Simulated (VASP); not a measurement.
Write the native input for VASP 6.6.1 that does the following.

```
Task                   : single point
Functional             : PBE
Potentials or basis    : VASP PAW PBE potentials, release 64 (As, B)
Cutoff                 : 420 eV
k mesh                 : 1 × 1 × 1, shifted
Occupations            : fermi-dirac, width 0.1379 eV
Spin                   : no spin polarisation
Dipole correction      : no
Mended                 : yes
Further INCAR settings : LREAL = Auto; ALGO = Normal; EDIFF = 1e-06; NBANDS = 60; ISYM = -1
```

The structure of B15As8 lies in POSCAR:

```
B15As8
1.0
    6.7523970000     -0.0821590000     -0.0565340000
   -0.0821590000      6.5439730000      0.0455560000
   -0.0565340000      0.0455560000      7.1307640000
As B
8 15
Direct
    0.6748045225      0.9631049630      0.7048553548
    0.3516703381      0.7658569226      0.4127197244
    0.6761298721      0.2220839136      0.0283391894
    0.7846527390      0.8418277610      0.3719190892
    0.0856859128      0.1498650510      0.7116520635
    0.1016728909      0.1314158134      0.3413119823
    0.4214977344      0.2139017646      0.5267464249
    0.6747237621      0.5365100621      0.5395616207
    0.5376254605      0.6764761619      0.8864920463
    0.5627468552      0.4575187603      0.2359799884
    0.7941668566      0.7342091649      0.0638555415
    0.8280191959      0.4944509481      0.1684426844
    0.1508085023      0.8329797686     -0.0508350043
    0.0230134482      0.4685309544      0.7193530239
    0.7426954470      0.5258591903      0.8753571852
    0.3414785981      0.7224073670      0.0310219439
    0.9896020580      0.6194893732      0.8878080532
    0.3275949860      0.5589972469      0.2110366542
    0.1430577695      0.6788211298      0.5926626169
    0.9040000245      0.9005736395     -0.0702617273
    0.2525704270      0.6255593762      0.8117320716
   -0.0385909411      0.6079142800      0.4214104066
    1.0841057695      0.4627081550      0.2738689295
```

The input as run:

INCAR

```
ALGO = Normal
EDIFF = 1E-6
ENCUT = 420
GGA = PE
GGA_COMPAT = F
ISIF = 2
ISMEAR = -1
ISYM = -1
LASPH = T
LCHARG = T
LELF = T
LREAL = Auto
LVHAR = T
LWAVE = F
NBANDS = 60
NELM = 120
PREC = Accurate
SIGMA = 0.1379
```

KPOINTS

```
explicit points
1
Reciprocal
  0.25000000   0.25000000   0.25000000 1
```

Potentials or basis: VASP PAW PBE potentials, release 64 (As, B).

Run with:

```sh
$ cat potpaw_PBE.64/As/POTCAR potpaw_PBE.64/B/POTCAR > POTCAR
$ mpirun -np 1 vasp_std > vasp.out
```

It gave:

```yaml
Pressure: -1.1 GPa
Largest_force: 2.933 eV/Å
Band_gap_on_the_k_mesh: zero (an odd number of electrons rules out a gap without spin polarisation)
```

Caveat: the atoms stand as in a frame of molecular dynamics.

Wall time 46 s on 1 thread of AMD EPYC 7R43 64-Core Processor (Zen 3), on a shared host, peak memory 0.27 GiB.
